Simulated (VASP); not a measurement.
W: single point with PBE

Crystal: W.

```
CELL_PARAMETERS angstrom
-1.63723 1.59730 1.63723
1.55737 -1.59730 1.55737
1.63723 1.59730 -1.63723
ATOMIC_POSITIONS crystal
W 0.00000 0.00000 0.00000
```

This cell differs from its parent crystal: strain -0.0500 x Voigt [0, 0, 0, 0, 1, 0].

```json
{
 "Program": "VASP 6.6.1",
 "Task": "single point",
 "Functional": "PBE",
 "Potentials or basis": "VASP PAW PBE potentials, release 64 (W_sv)",
 "Cutoff": "500 eV",
 "k mesh": "20 × 20 × 20",
 "Occupations": "gaussian, width 0.15 eV",
 "Spin": "no spin polarisation",
 "Dipole correction": "no",
 "Further INCAR settings": "ALGO = Normal; EDIFF = 1e-06; NBANDS = 13"
}
```

The pressure is -2.0 GPa. The band gap on the k mesh is zero (bands 7 and 8 overlap by 5.51 eV).

Stress tensor (GPa, compression positive):
```
-2.11  0.00  7.19
 0.00 -1.82  0.00
 7.19  0.00 -2.11
```

Levels at points of the mesh, in eV from the Fermi level:
```
           k point  band 5  band 6  band 7  band 8  band 9  band 10
(0.00, 0.00, 0.00)   -9.52   -1.65   -1.30   -0.79    2.17     2.26
(0.50, 0.00, 0.00)   -6.13   -3.49    0.56    2.06    2.98     5.81
(0.00, 0.50, 0.00)   -6.09   -3.36    0.97    1.74    2.57     6.23
(0.50, 0.00, 0.50)   -6.20   -3.62    0.16    2.39    3.37     5.56
(0.50, 0.50, 0.50)   -5.67   -5.64    4.40    4.89    5.48     7.74
```

Wall time 3.7 min on 1 thread of Intel Xeon 8259CL, on a shared host, peak memory 0.32 GiB.

Caveat: the cell differs from its parent crystal (strain -0.0500 x Voigt [0, 0, 0, 0, 1, 0]); spin-orbit coupling is left out, which moves the levels of the heavy elements.
